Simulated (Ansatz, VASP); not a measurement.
# As: VASP beside Ansatz

```xyz
2
Lattice="1.8799 1.0854 3.3288 -1.8799 1.0854 3.3288 0.0000 -2.1707 3.3288" Properties=species:S:1:pos:R:3 pbc="T T T"
As    0.0000    0.0000    2.3024
As    0.0000    0.0000    7.6841
```

Alike in both runs: functional LDA; k mesh 15 × 15 × 15; occupations gaussian, width 0.1 eV; no spin polarisation.

Ansatz relaxed the structure, and its values are those at the end. VASP's run is a single point on that final structure, the one shown.

|  | VASP | Ansatz |
| --- | --- | --- |
| version | VASP 6.6.1 | Ansatz 0.2.0 |
| potentials or method | VASP PAW LDA potentials, release 64 (As_d), cutoff 600 eV | scalar-relativistic, plane waves, PAW |
| valence electrons in the cell | 30 | 30 |

```csv
,VASP,Ansatz,Ansatz less VASP
gap on the k mesh at the Fermi level (eV),none,none,-
pressure (GPa),0.3,0.0,-0.28
rms of the force components (eV/Å),0.018,0.000,-0.0185
```

Ansatz warns that its potentials were made for another functional, while VASP's fit it. LDA's correlation is that of Perdew and Zunger in VASP and of Perdew and Wang (1992) in Ansatz. A gap of «none» marks a metal or a gap that the smearing closes.
